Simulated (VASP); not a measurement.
Write the native input for VASP 6.6.1 that does the following.

- Task: relaxation of the atoms
- Functional: PBE
- Potentials or basis: VASP PAW PBE potentials, release 64 (Cd, Te)
- Cutoff: 520 eV
- k mesh: 12 × 12 × 12
- Occupations: fermi-dirac, width 0.02 eV
- Spin: no spin polarisation
- Dipole correction: no
- Further INCAR settings: ALGO = Normal; EDIFF = 1e-06; IBRION = 2; EDIFFG = -0.02; NSW = 80

The structure of CdTe lies in POSCAR:

```
CdTe
1.0
    0.0000000000      3.1400000000      3.0458000000
    3.1400000000      0.0000000000      3.0458000000
    3.1400000000      3.1400000000      0.0000000000
Cd Te
1 1
Direct
    0.0000000000      0.0000000000      0.0000000000
    0.2500000000      0.2500000000      0.2500000000
```

This cell differs from its parent crystal: z stretched by -3 %.

The input as run:

INCAR

```
SYSTEM = CdTe
PREC = Accurate
ENCUT = 520
EDIFF = 1E-6
ISMEAR = -1
SIGMA = 0.02
LREAL = .FALSE.
LASPH = .TRUE.
NELM = 100
ALGO = Normal
ISIF = 2
LWAVE = .FALSE.
LCHARG = .FALSE.
GGA = PE
IBRION = 2
NSW = 80
EDIFFG = -0.02
```

KPOINTS

```
regular mesh
0
G
  12 12 12
  0 0 0
```

Potentials or basis: VASP PAW PBE potentials, release 64 (Cd, Te).

The run is started by

```bash
$ cat potpaw_PBE.64/Cd/POTCAR potpaw_PBE.64/Te/POTCAR > POTCAR
$ mpirun -np 1 vasp_std > vasp.out
```

Results of the run:

```json
{
 "Pressure after relaxing": "10.5 GPa",
 "Band gap on the k mesh": "1.09 eV, direct"
}
```

Caveat: the cell differs from its parent crystal (z stretched by -3 %); the relaxation stopped at its first step, so nothing moved; spin-orbit coupling is left out, which moves the levels of the heavy elements.

Wall time 41 s on 1 thread of Intel(R) Xeon(R) 6975P-C (Granite Rapids), with other jobs on the host, peak memory 0.3 GiB.
